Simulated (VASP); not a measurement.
Al: electric field gradients with LDA

Al:

```
Al
1.0
     0.00000    1.98350    2.02398
     1.98350    0.00000    2.02398
     1.98350    1.98350    0.00000
Al
1
Direct
  0.00000 0.00000 0.00000
```

This cell differs from its parent crystal: equal xx and yy strain of -2 %.

```yaml
Program: VASP 6.6.1
Task: electric field gradients
Functional: LDA
Potentials_or_basis: VASP PAW LDA potentials, release 64 (Al)
Cutoff: 520 eV
k_mesh: 17 × 17 × 17
Occupations: fermi-dirac, width 0.03 eV
Spin: no spin polarisation
Dipole_correction: no
Further_INCAR_settings: ALGO = Normal; EDIFF = 1e-08; NBANDS = 8
```

| Quantity | Value |
| --- | --- |
| Pressure | -0.6 GPa |

Stress tensor (GPa, compression positive):
```
-0.49  0.00  0.00
 0.00 -0.49  0.00
 0.00  0.00 -0.69
```

Levels at points of the mesh, in eV from the Fermi level:
| k point | band 1 | band 2 | band 3 | band 4 | band 5 | band 6 |
| --- | --- | --- | --- | --- | --- | --- |
| (0.00, 0.00, 0.00) | -11.35 | 12.62 | 12.84 | 12.84 | 14.34 | 14.34 |

Electric field gradients, principal values (V/Å²):
| atom | least | middle | greatest (by size) |
| --- | --- | --- | --- |
| 1 Al | -0.655 | -0.655 | 1.311 |

Wall time 27 s on 1 thread of AMD EPYC 9R45 96-Core Processor (Zen 5), on a shared host, peak memory 0.12 GiB.

Caveat: the cell differs from its parent crystal (equal xx and yy strain of -2 %); without QUAD_EFG the Cq values of the log hold for a quadrupole moment of 1 mb, not for the nuclei.
